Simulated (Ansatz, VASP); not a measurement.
B2P: VASP beside Ansatz

```xyz
6
Lattice="0.0103 0.0189 3.0945 3.9761 0.0120 0.0132 0.0149 4.9288 0.0301" Properties=species:S:1:pos:R:3 pbc="T T T"
B     0.6858    1.9939   -0.0169
B     3.3608    2.9839    0.0808
B     2.5964    0.4869    1.5652
B     1.2961    4.5683    1.6410
P     4.0354   -0.0326   -0.0640
P     1.9944    2.3919    1.5570
```

Change from the starting cell: marcasite type (Pnnm, No. 58); cell x1, atoms moved at random (sigma 0.1 Å) and cell strained at random (1.5 %), then relaxed without symmetry.

Alike in both runs: task relaxation of cell and atoms; functional PBE; k mesh 8 × 6 × 6; occupations gaussian, width 0.1 eV; no spin polarisation.

|  | VASP | Ansatz |
| --- | --- | --- |
| version | VASP 6.6.1 | Ansatz 0.2.0 |
| potentials or method | VASP PAW PBE potentials, release 64 (B, P), cutoff 600 eV | scalar-relativistic, plane waves, PAW |
| valence electrons in the cell | 22 | 22 |

|  | VASP | Ansatz | Ansatz less VASP |
| --- | --- | --- | --- |
| gap on the k mesh at the Fermi level, each at its own relaxed structure (eV) | none | none | - |
| relaxed volume (Å³/atom) | 9.86 | 9.87 | +0.009 |
| relaxed cell length with the largest relative difference (Å) | 4.827 | 4.829 | +0.0020 |

A gap of «none» marks a metal or a gap that the smearing closes.
